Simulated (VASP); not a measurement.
HgTe:

```
Hg Te
1.0
     2.97243   -3.44366    0.00000
     2.97243    3.44366    0.00000
     0.00000    0.00000    5.75924
Hg Te
2 2
Direct
  0.65695 0.34305 0.25000
  0.34305 0.65695 0.75000
  0.21519 0.78481 0.25000
  0.78481 0.21519 0.75000
```

Base run:

| Quantity | Value |
| --- | --- |
| Program | VASP 6.6.1 |
| Functional | PBEsol |
| Potentials or basis | VASP PAW PBE potentials, release 64 (Hg, Te) |
| Cutoff | 520 eV |
| k mesh | 6 × 6 × 5 |
| Occupations | fermi-dirac, width 0.05 eV |
| Spin | no spin polarisation |

Its results: band gap on the k mesh zero (band 18 reaches 4.29 eV, above the bottom of band 19 at 2.15 eV); pressure -2.5 GPa; largest force 0.135 eV/Å.

Task: After a change of settings the same cell gave: band gap on the k mesh zero (band 18 reaches 4.25 eV, above the bottom of band 19 at 2.12 eV); pressure -4.0 GPa; largest force 0.208 eV/Å. Which change was it?
A. functional from PBEsol to LDA; potentials or basis from VASP PAW PBE potentials, release 64 (Hg, Te) to VASP PAW LDA potentials, release 64 (Hg, Te)
B. functional from PBEsol to PBE
C. functional from PBEsol to r2SCAN; further incar settings from ALGO = Normal; EDIFF = 1e-06; NBANDS = 26 to ALGO = Normal; EDIFF = 1e-07; NBANDS = 26

Result: A.

Caveats: spin-orbit coupling is left out, which moves the levels of the heavy elements; the PAW data sets were made with another functional, which shifts forces and pressure a little (some runs).
